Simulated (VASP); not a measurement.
# Si3Mo: single point with PBE

Crystal: Si3Mo.

```
CELL_PARAMETERS angstrom
2.52115 0.00000 0.00000
0.00000 2.52115 0.00000
0.00000 0.00000 10.29611
ATOMIC_POSITIONS crystal
Si 0.00000 0.00000 0.25307
Si 0.00000 0.00000 0.50000
Si 0.00000 0.00000 0.74693
Mo 0.00000 0.00000 0.00000
```

| Property | Result |
| --- | --- |
| Program | VASP 6.6.1 |
| Task | single point |
| Functional | PBE |
| Potentials or basis | VASP PAW PBE potentials, release 64 (Si, Mo_sv) |
| Cutoff | 500 eV |
| k mesh | 6 × 6 × 2 |
| Occupations | gaussian, width 0.1 eV |
| Spin | collinear spin, ferromagnetic start |
| Starting moments | [0.0, 0.0, 0.0, 1.0] μB |

- Pressure: 0.1 GPa
- Largest force: 0.012 eV/Å
- Band gap on the k mesh: zero (filled and empty bands overlap)
- Net moment: 0.00 μB per cell
- Valence electrons inside the program's atomic spheres: Si 1.61, 1.60; Mo 12.67

Forces on the atoms (eV/Å):
```
Si   0.000  0.000  0.012
Si   0.000  0.000  0.000
Si   0.000  0.000 -0.012
Mo   0.000  0.000  0.000
```

Stress tensor (GPa, compression positive):
```
0.02 0.00 0.00
0.00 0.02 0.00
0.00 0.00 0.18
```

Levels at points of the mesh, in eV from the Fermi level:
Spin up:
| k point | band 10 | band 11 | band 12 | band 13 | band 14 | band 15 | band 16 | band 17 |
| --- | --- | --- | --- | --- | --- | --- | --- | --- |
| (0.00, 0.00, 0.00) | -3.83 | -3.41 | 1.56 | 2.56 | 2.56 | 3.63 | 4.86 | 7.88 |
| (0.50, 0.00, 0.00) | -3.82 | -2.69 | -2.54 | -1.52 | -0.35 | 1.37 | 2.36 | 3.22 |
| (0.50, 0.50, 0.00) | -2.45 | -1.49 | -1.20 | -0.23 | -0.23 | -0.23 | -0.23 | 1.98 |
| (0.00, 0.00, 0.50) | -3.83 | -2.38 | -0.32 | 2.56 | 2.56 | 4.86 | 5.91 | 7.80 |
| (0.50, 0.00, 0.50) | -4.57 | -2.84 | -2.65 | -1.85 | 1.25 | 1.37 | 1.83 | 2.70 |
| (0.50, 0.50, 0.50) | -1.75 | -1.75 | -1.48 | -1.48 | 0.04 | 0.70 | 0.70 | 1.14 |
Spin down:
```csv
k point,band 9,band 10,band 11,band 12,band 13,band 14,band 15,band 16,band 17,band 18
"(0.00, 0.00, 0.00)",-4.73,-3.83,-3.41,1.56,2.56,2.56,3.63,4.86,7.88,8.19
"(0.50, 0.00, 0.00)",-5.43,-3.82,-2.69,-2.54,-1.52,-0.35,1.37,2.36,3.22,3.53
"(0.50, 0.50, 0.00)",-2.45,-2.45,-1.49,-1.20,-0.23,-0.23,-0.23,-0.23,1.98,2.46
"(0.00, 0.00, 0.50)",-4.16,-3.83,-2.38,-0.32,2.56,2.56,4.86,5.91,7.80,7.84
"(0.50, 0.00, 0.50)",-4.80,-4.57,-2.84,-2.65,-1.85,1.25,1.37,1.83,2.70,3.22
"(0.50, 0.50, 0.50)",-2.29,-1.75,-1.75,-1.48,-1.48,0.04,0.70,0.70,1.14,1.90
```

It took 72 s on 1 thread of Intel Xeon 8259CL, on a shared host, peak memory 0.21 GiB.

Caveat: the k points lie up to 0.42 Å⁻¹ apart.
